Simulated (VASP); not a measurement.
Write the native input for VASP 6.6.1 that does the following.

```yaml
Task: single point
Functional: PBEsol
Potentials_or_basis: VASP PAW PBE potentials, release 64 (Ti_sv, Re)
Cutoff: 520 eV
k_mesh: 10 × 10 × 10
Occupations: fermi-dirac, width 0.08 eV
Spin: no spin polarisation
Dipole_correction: no
Further_INCAR_settings: ALGO = Normal; EDIFF = 1e-06; NBANDS = 16
```

The structure of TiRe lies in POSCAR:

```
TiRe
1.0
    3.0836501358      0.0000000000      0.0000000000
    0.0000000000      3.0836501358      0.0000000000
    0.0000000000      0.0000000000      3.0836501358
Ti Re
1 1
Direct
    0.5000000000      0.5000000000      0.5000000000
    0.0000000000      0.0000000000      0.0000000000
```

These files were run (other wordings do the same):

INCAR

```
  ALGO = Normal
  EDIFF = 1E-6
  ENCUT = 520
  GGA = PS
  ISIF = 2
  ISMEAR = -1
  LASPH = True
  LCHARG = False
  LREAL = False
  LWAVE = False
  NBANDS = 16
  NELM = 60
  PREC = Accurate
  SIGMA = 0.08
```

KPOINTS

```
k-points
0
Gamma
  10 10 10
```

Potentials or basis: VASP PAW PBE potentials, release 64 (Ti_sv, Re).

Launch:

```sh
$ cat potpaw_PBE.64/Ti_sv/POTCAR potpaw_PBE.64/Re/POTCAR > POTCAR
$ mpirun -np 1 vasp_std > vasp.out
```

Results of the run:

```
Pressure : 0.0 GPa
```

Caveat: the PAW data sets were made with another functional, which shifts forces and pressure a little.

Run time: 8.7 s on 1 thread of Intel(R) Xeon(R) 6975P-C (Granite Rapids), with other jobs on the host, peak memory 0.15 GiB.
